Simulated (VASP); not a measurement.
# Hf2WS2 (P4/mmm) in VASP: notebook

Hf2WS2 is run at these levels: PBE; tasks: single point.

Program: VASP 6.6.1. These are calculated values, not measurements. Logs are shortened: lines on timing, memory, paths and dates and some standing lists are left out, and cuts for length are marked.

## (1) The cell of the first run

It takes space group P4/mmm (No. 123, tetragonal). Conventional cell: a = 4.230 Å, b = 4.230 Å, c = 5.604 Å, α = 90.00°, β = 90.00°, γ = 90.00°. Hf (site symmetry mmm) has 2 W at 2.11 Å within 2.8 Å. Within 2.9 Å of W (site symmetry 4/mmm) lie 4 Hf at 2.11 Å and 2 S at 2.80 Å. S (site symmetry 4/mmm) has 4 S at 2.99 Å and 8 Hf at 3.51 Å within 3.9 Å. S (site symmetry 4/mmm) has 2 W at 2.80 Å and 4 S at 2.99 Å and 8 Hf at 3.51 Å within 3.7 Å.

The cell was generated, and may not be a known phase.

## (2) Single point, PBE

The input, INCAR:

```
SYSTEM = Hf2WS2
PREC = Accurate
ENCUT = 520
EDIFF = 1E-6
ISMEAR = 0
SIGMA = 0.1
LREAL = .False.
LASPH = .True.
NELM = 80
ALGO = Normal
ISIF = 2
LWAVE = .False.
LCHARG = .False.
GGA = PE
NBANDS = 31
```

The input, KPOINTS:

```
Automatic mesh
0
Gamma
  4 4 4
  0 0 0
```

The input, POSCAR:

```
Hf2WS2
1.0
    4.2298563100      0.0000000000      0.0000000000
    0.0000000000      4.2298563100      0.0000000000
    0.0000000000      0.0000000000      5.6044398400
Hf W S
2 1 2
Direct
    0.0000000000      0.5000000000      0.0000000000
    0.5000000000      0.0000000000      0.0000000000
    0.0000000000      0.0000000000      0.0000000000
    0.5000000000      0.5000000000      0.5000000000
    0.0000000000      0.0000000000      0.5000000000
```

Potentials or basis: VASP PAW PBE potentials, release 64 (Hf_pv, W_sv, S).

Launch:

```console
$ cat potpaw_PBE.64/Hf_pv/POTCAR potpaw_PBE.64/W_sv/POTCAR potpaw_PBE.64/S/POTCAR > POTCAR
$ mpirun -np 1 vasp_std > vasp.out
```

OUTCAR:

```text
SYSTEM = Hf2WS2
   PREC = Accurate
   ENCUT = 520
   EDIFF = 1E-6
   ISMEAR = 0
   LREAL = .False.
   LASPH = .True.
   NELM = 80
   ISIF = 2
   GGA = PE

 ion  position               nearest neighbor table
   1  0.000  0.500  0.000-   3 2.11   3 2.11   2 2.99   2 2.99   2 2.99   2 2.99
   2  0.500  0.000  0.000-   3 2.11   3 2.11   1 2.99   1 2.99   1 2.99   1 2.99
   3  0.000  0.000  0.000-   1 2.11   2 2.11   1 2.11   2 2.11   5 2.80   5 2.80
   4  0.500  0.500  0.500-
   5  0.000  0.000  0.500-   3 2.80   3 2.80

  LATTYP: Found a simple tetragonal cell.
 ALAT       =     4.2298563100
 C/A-ratio  =     1.3249716844

  Lattice vectors:

 A1 = (   4.2298563100,   0.0000000000,   0.0000000000)
 A2 = (   0.0000000000,   4.2298563100,   0.0000000000)
 A3 = (   0.0000000000,   0.0000000000,   5.6044398400)

Analysis of symmetry for initial positions (statically):
=====================================================================
 Subroutine PRICEL returns:
 Original cell was already a primitive cell.

 Routine SETGRP: Setting up the symmetry group for a
 simple tetragonal supercell.

 Subroutine GETGRP returns: Found 16 space group operations
 (whereof 16 operations were pure point group operations)
 out of a pool of 16 trial point group operations.

The static configuration has the point symmetry D_4h.

Analysis of symmetry for dynamics (positions and initial velocities):
=====================================================================
 Subroutine PRICEL returns:
 Original cell was already a primitive cell.

 Routine SETGRP: Setting up the symmetry group for a
 simple tetragonal supercell.

 Subroutine GETGRP returns: Found 16 space group operations
 (whereof 16 operations were pure point group operations)
 out of a pool of 16 trial point group operations.

The dynamic configuration has the point symmetry D_4h.

 Subroutine INISYM returns: Found 16 space group operations
 (whereof 16 operations are pure point group operations),
 and found     1 'primitive' translations

----------------------------------------------------------------------------------------

                                     Primitive cell

  volume of cell :     100.2729

  direct lattice vectors                    reciprocal lattice vectors
     4.229856310  0.000000000  0.000000000     0.236414650  0.000000000  0.000000000
     0.000000000  4.229856310  0.000000000     0.000000000  0.236414650  0.000000000
     0.000000000  0.000000000  5.604439840     0.000000000  0.000000000  0.178429964

  length of vectors
     4.229856310  4.229856310  5.604439840     0.236414650  0.236414650  0.178429964

  position of ions in fractional coordinates (direct lattice)
     0.000000000  0.500000000  0.000000000
     0.500000000  0.000000000  0.000000000
     0.000000000  0.000000000  0.000000000
     0.500000000  0.500000000  0.500000000
     0.000000000  0.000000000  0.500000000

  ion indices of the primitive-cell ions
   primitive index   ion index
                 1           1
                 2           2
                 3           3
                 4           4
                 5           5

----------------------------------------------------------------------------------------

 KPOINTS: Automatic mesh

Automatic generation of k-mesh.
 Grid dimensions read from file:
 generate k-points for:    4    4    4

 Generating k-lattice:

  Cartesian coordinates                     Fractional coordinates (reciprocal lattice)
     0.059103663  0.000000000  0.000000000     0.250000000  0.000000000  0.000000000
     0.000000000  0.059103663  0.000000000     0.000000000  0.250000000  0.000000000
     0.000000000  0.000000000  0.044607491     0.000000000  0.000000000  0.250000000

  Length of vectors
     0.059103663  0.059103663  0.044607491

  Shift w.r.t. Gamma in fractional coordinates (k-lattice)
     0.000000000  0.000000000  0.000000000

 Subroutine IBZKPT returns following result:
 ===========================================

 Found     18 irreducible k-points:

 Following reciprocal coordinates:
            Coordinates               Weight
  0.000000  0.000000  0.000000      1.000000
  0.250000  0.000000  0.000000      4.000000
  0.500000  0.000000  0.000000      2.000000
  0.250000  0.250000  0.000000      4.000000
  0.500000  0.250000  0.000000      4.000000
  0.500000  0.500000  0.000000      1.000000
[... 10 lines left out ...]
  0.500000  0.250000  0.500000      4.000000
  0.500000  0.500000  0.500000      1.000000
   k-points           NKPTS =     18   k-points in BZ     NKDIM =     18   number of bands    NBANDS=     31
   number of dos      NEDOS =    301   number of ions     NIONS =      5
   total plane-waves  NPLWV =  43008
   dimension x,y,z NGX =    32 NGY =   32 NGZ =   42
   dimension x,y,z NGXF=    64 NGYF=   64 NGZF=   84
   ions per type =               2   1   2
   NGX,Y,Z   is equivalent  to a cutoff of  12.58, 12.58, 12.46 a.u.
   NGXF,Y,Z  is equivalent  to a cutoff of  25.15, 25.15, 24.92 a.u.
 SYSTEM =  Hf2WS2
   PREC   = accura    normal or accurate (medium, high low for compatibility)
   ISTART =      0    job   : 0-new  1-cont  2-samecut
   ICHARG =      2    charge: 1-file 2-atom 10-const
   ISPIN  =      1    spin polarized calculation?
   LNONCOLLINEAR =      F non collinear calculations
   LSORBIT =      F    spin-orbit coupling
   LASPH  =      T    aspherical Exc in radial PAW
   ENCUT  =  520.0 eV  38.22 Ry    6.18 a.u.   7.86  7.86 10.42*2*pi/ulx,y,z
   NELM   =     80;   NELMIN=  2; NELMDL= -5     # of ELM steps
   EDIFF  = 0.1E-05   stopping-criterion for ELM
   LREAL  =      F    real-space projection
   EDIFFG = 0.1E-04   stopping-criterion for IOM
   NSW    =      0    number of steps for IOM
   IBRION =     -1    ionic relax: 0-MD 1-quasi-New 2-CG
   NFREE  =      0    steps in history (QN), initial steepest desc. (CG)
   ISIF   =      2    stress and relaxation
   ISYM   =      2    0-nonsym 1-usesym 2-fastsym
   POTIM  = 0.5000    time-step for ionic-motion
   TEBEG  =    0.0;   TEEND  =   0.0 temperature during run
   PSTRESS=    0.0 pullay stress
   NELECT =      46.0000    total number of electrons
   NUPDOWN=      -1.0000    fix difference up-down
   EMIN   =  10.00;   EMAX   =-10.00  energy-range for DOS
   EFERMI =   0.00;   METHOD = LEGACY
   ISMEAR =     0;   SIGMA  =   0.10  broadening in eV -4-tet -1-fermi 0-gaus
   EFERMI_NEDOS =   21; number of points for ismear=-14 and -15
   IALGO  =     38    algorithm
   IMIX   =      4    mixing-type and parameters
     AMIX     =   0.40;   BMIX     =  1.00
     AMIX_MAG =   1.60;   BMIX_MAG =  1.00
  volume/ion in A,a.u.               =      20.05       135.33
  Fermi-wavevector in a.u.,A,eV,Ry     =   1.262601  2.385971 21.689898  1.594163
  Thomas-Fermi vector in A             =   2.396001
   LORBIT       =      0    0 simple, 1 ext, 2 COOP (PROOUT), +10 PAW based schemes
   GGA     = PE    functional components
   LHFCALC =     F    Hartree Fock is set to
   AEXX    =    0.0000 exact exchange contribution
   IVDW    =     0    specifies the selected vdW correction
   LEPSILON=     F    determine dielectric tensor
   LRPA    =     F    only Hartree local field effects (RPA)
 non-spin polarized calculation
 Gauss-broadening in eV      SIGMA  =   0.10
  energy-cutoff  :      520.00
  volume of cell :      100.27
 maximum number of plane-waves:      2724
 NGX is ok and might be reduce to    32
   NGX = 15   NGY = 15   NGZ = 21

 number of electron      45.9999997 magnetization

 Free energy of the ion-electron system (eV)
  ---------------------------------------------------
  ext. energy  EPLUGINS =         0.00000000
  ---------------------------------------------------
  free energy    TOTEN  =       -27.44579639 eV

  energy without entropy =      -27.42421579  energy(sigma->0) =      -27.43500609

 E-fermi :   5.7405     XC(G=0): -10.8109

 val. band max:        5.5932286800   @ k =   0.5000   0.2500   0.0000
 cond. band min:       5.7677114496   @ k =   0.5000   0.2500   0.0000
 fundamental gap:      0.1744827696
 Fermi energy:         5.7404678989

 k-point     1 :       0.0000    0.0000    0.0000
  band No.  band energies     occupation
      1     -67.0750      2.00000
      2     -33.6612      2.00000
      3     -33.6612      2.00000
      4     -31.4600      2.00000
      5     -24.9362      2.00000
      6     -24.9159      2.00000
[... 23 lines left out ...]
     30      12.1228      0.00000
     31      12.1228      0.00000

 k-point     2 :       0.2500    0.0000    0.0000
  band No.  band energies     occupation
      1     -67.0923      2.00000
      2     -33.6502      2.00000
      3     -33.0840      2.00000
      4     -31.4434      2.00000
      5     -24.9780      2.00000
      6     -24.9244      2.00000
[... 23 lines left out ...]
     30       9.2199      0.00000
     31      10.3029      0.00000

 k-point     3 :       0.5000    0.0000    0.0000
  band No.  band energies     occupation
      1     -67.1095      2.00000
      2     -33.6392      2.00000
      3     -32.3532      2.00000
      4     -31.4266      2.00000
      5     -25.8471      2.00000
      6     -25.0279      2.00000
[... 23 lines left out ...]
     30       9.2574      0.00000
     31       9.6018      0.00000

 k-point     4 :       0.2500    0.2500    0.0000
  band No.  band energies     occupation
      1     -67.1096      2.00000
      2     -33.0761      2.00000
      3     -33.0687      2.00000
      4     -31.4268      2.00000
      5     -25.0155      2.00000
      6     -24.9811      2.00000
[... 431 lines left out ...]
     30       9.5129      0.00000
     31      10.3079      0.00000

 k-point    17 :       0.5000    0.2500    0.5000
  band No.  band energies     occupation
      1     -67.1268      2.00000
      2     -33.0607      2.00000
      3     -32.3403      2.00000
      4     -31.4105      2.00000
      5     -25.8503      2.00000
      6     -25.1334      2.00000
[... 23 lines left out ...]
     30       9.8016      0.00000
     31      10.1122      0.00000

 k-point    18 :       0.5000    0.5000    0.5000
  band No.  band energies     occupation
      1     -67.1441      2.00000
      2     -32.3273      2.00000
      3     -32.3273      2.00000
      4     -31.3937      2.00000
      5     -25.9553      2.00000
      6     -25.7325      2.00000
[... 23 lines left out ...]
     30       9.5312      0.00000
     31      10.0189      0.00000

------------------------ aborting loop because EDIFF is reached ----------------------------------------

  FORCE on cell =-STRESS in cart. coord.  units (eV):
  Direction    XX          YY          ZZ          XY          YZ          ZX
  --------------------------------------------------------------------------------------
  -------------------------------------------------------------------------------------
  Total       49.2019454     49.2019454    -10.0901428      0.0000000     -0.0000000     -0.0000000
  in kB      786.1572373    786.1572373   -161.2220555      0.0000000     -0.0000000     -0.0000000
  external PRESSURE =     470.3641397 kB  Pullay stress =       0.0000000 kB

 VOLUME and BASIS-vectors are now :
 -----------------------------------------------------------------------------
  energy-cutoff  :      520.00
  volume of cell :      100.27
      direct lattice vectors                 reciprocal lattice vectors
     4.229856310  0.000000000  0.000000000     0.236414650  0.000000000  0.000000000
     0.000000000  4.229856310  0.000000000     0.000000000  0.236414650  0.000000000
     0.000000000  0.000000000  5.604439840     0.000000000  0.000000000  0.178429964

 POSITION                                       TOTAL-FORCE (eV/Angst)
 -----------------------------------------------------------------------------------
      0.00000      2.11493      0.00000         0.000000      0.000000      0.000000
      2.11493      0.00000      0.00000         0.000000      0.000000      0.000000
      0.00000      0.00000      0.00000         0.000000      0.000000      0.000000
      2.11493      2.11493      2.80222         0.000000      0.000000      0.000000
      0.00000      0.00000      2.80222         0.000000      0.000000      0.000000
 -----------------------------------------------------------------------------------
    total drift:                                0.000000      0.000000     -0.000000

  FREE ENERGIE OF THE ION-ELECTRON SYSTEM (eV)
  ---------------------------------------------------
  free  energy   TOTEN  =       -27.4457963870 eV

  energy  without entropy=      -27.4242157929  energy(sigma->0) =      -27.43500609
```

Wall time 24 s (1 thread of Intel Xeon 6975P-C (Granite Rapids), shared host); peak memory 0.22 GiB.

What came out:

* Free energy: -27.4458 eV
* Pressure: 47.0 GPa
* Band gap on the k mesh: zero (bands 23 and 24 overlap by 1.64 eV)

Stress tensor (GPa, compression positive):
```
 78.62   0.00   0.00
  0.00  78.62   0.00
  0.00   0.00 -16.12
```

Caveat: the k points lie up to 0.37 Å⁻¹ apart, too coarse for converged energies and pressures of a metal; spin-orbit coupling is left out, which moves the levels of the heavy elements.

## (3) Single point, PBE

This run uses another cell than the first one, of 23.57 Å³/atom.

The input, INCAR:

```
PREC = Accurate
ENCUT = 520
EDIFF = 1E-7
ISMEAR = 0
SIGMA = 0.1
LREAL = False
LASPH = True
NELM = 60
ALGO = Normal
ISIF = 2
LWAVE = False
LCHARG = False
GGA = PE
NBANDS = 31
```

The input, KPOINTS:

```
Automatic mesh
0
Gamma
  4 4 4
```

Changes to POSCAR since step 2:

```diff
@@ -2,5 +2,5 @@
 1.0
-    4.2298563100      0.0000000000      0.0000000000
-    0.0000000000      4.2298563100      0.0000000000
-    0.0000000000      0.0000000000      5.6044398400
+    5.1696825781      0.0000000000      0.0000000000
+    0.0000000000      5.1696825781      0.0000000000
+    0.0000000000      0.0000000000      4.4099732858
 Hf W S
```

Potentials or basis: VASP PAW PBE potentials, release 64 (Hf_pv, W_sv, S).

Launch:

```console
$ cat potpaw_PBE.64/Hf_pv/POTCAR potpaw_PBE.64/W_sv/POTCAR potpaw_PBE.64/S/POTCAR > POTCAR
$ mpirun -np 1 vasp_std > vasp.out
```

It took 38 s on 1 thread of Intel Xeon 6975P-C (Granite Rapids), shared host; peak memory 0.26 GiB.

It converged, with:

```yaml
Free_energy: -38.5256 eV
Pressure: -0.4 GPa
Band_gap_on_the_k_mesh: zero (bands 23 and 24 overlap by 2.38 eV)
```

Stress tensor (GPa, compression positive):
```
-0.45  0.00  0.00
 0.00 -0.45  0.00
 0.00  0.00 -0.15
```

Levels at points of the mesh, in eV from the Fermi level:
| k point | band 19 | band 20 | band 21 | band 22 | band 23 | band 24 | band 25 | band 26 | band 27 | band 28 |
| --- | --- | --- | --- | --- | --- | --- | --- | --- | --- | --- |
| (0.00, 0.00, 0.00) | -2.54 | -2.54 | -2.01 | -1.77 | -1.77 | -0.69 | -0.65 | -0.25 | 1.44 | 1.44 |
| (0.50, 0.00, 0.00) | -2.72 | -2.42 | -1.22 | -0.82 | -0.44 | -0.32 | 0.69 | 0.80 | 1.06 | 1.10 |
| (0.50, 0.50, 0.00) | -1.14 | -1.14 | -0.99 | -0.97 | -0.52 | -0.52 | 0.41 | 1.60 | 1.76 | 1.93 |
| (0.00, 0.00, 0.50) | -2.99 | -2.36 | -2.36 | 1.49 | 1.69 | 1.69 | 1.98 | 2.14 | 2.14 | 2.45 |
| (0.50, 0.00, 0.50) | -2.75 | -2.28 | -0.57 | 0.05 | 0.09 | 0.86 | 1.35 | 1.43 | 1.66 | 1.74 |
| (0.50, 0.50, 0.50) | -1.85 | -1.85 | -0.71 | -0.13 | 0.17 | 0.54 | 0.68 | 1.19 | 1.22 | 1.22 |

Caveat: spin-orbit coupling is left out, which moves the levels of the heavy elements.

The gap in the log of VASP goes by the Fermi energy; the results here count the filled bands.